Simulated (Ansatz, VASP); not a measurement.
One calculation of RhCl, two programs

INCAR

```
PREC = Accurate
ENCUT = 600
EDIFF = 1E-6
ISMEAR = 0
SIGMA = 0.1
LREAL = False
LASPH = True
NELM = 60
ALGO = Normal
ISIF = 3
LWAVE = False
LCHARG = False
GGA = PE
IBRION = 2
NSW = 90
EDIFFG = -0.04
```

Contents of KPOINTS:

```
regular mesh
0
Gamma
  4 4 6
```

Contents of POSCAR:

```
RhCl
1.0
    4.8531391312      0.0000000000      0.0000000000
    0.0000000000      4.8531391312      0.0000000000
    0.0000000000      0.0000000000      2.9244382267
Rh Cl
2 2
Direct
    0.0000000000      0.5000000000      0.0380411690
    0.5000000000      0.0000000000      0.9619588310
    0.0000000000      0.0000000000      0.0000000000
    0.5000000000      0.5000000000      0.0000000000
```

Input for Ansatz:

```yaml
crystal:
  lattice:
    - [4.8531391312, 0.0, 0.0]
    - [0.0, 4.8531391312, 0.0]
    - [0.0, 0.0, 2.9244382267]
  atoms:
    - { symbol: Rh, position: [0.0, 0.5, 0.038041169] }
    - { symbol: Rh, position: [0.5, 0.0, 0.961958831] }
    - { symbol: Cl, position: [0.0, 0.0, 0.0] }
    - { symbol: Cl, position: [0.5, 0.5, 0.0] }
basis:
  ecutwfc: 420
kpoints:
  mp_grid: { grid: [4, 4, 6] }
hamiltonian:
  xc: pbe
scf:
  occupations: { method: gaussian, width: 0.1 }
  lower_state_search: "off"
output:
  forces: true
  stress: true
  eigenvalues: true
relax:
  adjacent_minimum: "off"
  f_tol: 0.04
  max_steps: 70
  cell: { stress_tol: 0.4 }
```

Alike in both runs: task relaxation of cell and atoms; functional PBE; k mesh 4 × 4 × 6; occupations gaussian, width 0.1 eV; no spin polarisation.

|  | VASP | Ansatz |
| --- | --- | --- |
| version | VASP 6.6.1 | Ansatz 0.2.0 |
| potentials or method | VASP PAW PBE potentials, release 64 (Rh_pv, Cl), cutoff 600 eV | scalar-relativistic, plane waves, PAW |
| valence electrons in the cell | 44 | 48 |

```csv
,VASP,Ansatz,Ansatz less VASP
"gap on the k mesh at the Fermi level, each at its own relaxed structure (eV)",none,none,-
relaxed volume (Å³/atom),17.68,17.62,-0.054
relaxed cell length with the largest relative difference (Å),3.035,3.030,-0.0056
```

A gap of «none» marks a metal or a gap that the smearing closes. VASP's potentials hold 44 valence electrons a cell and Ansatz's 48, so a difference there can come from the potentials and not from the codes.
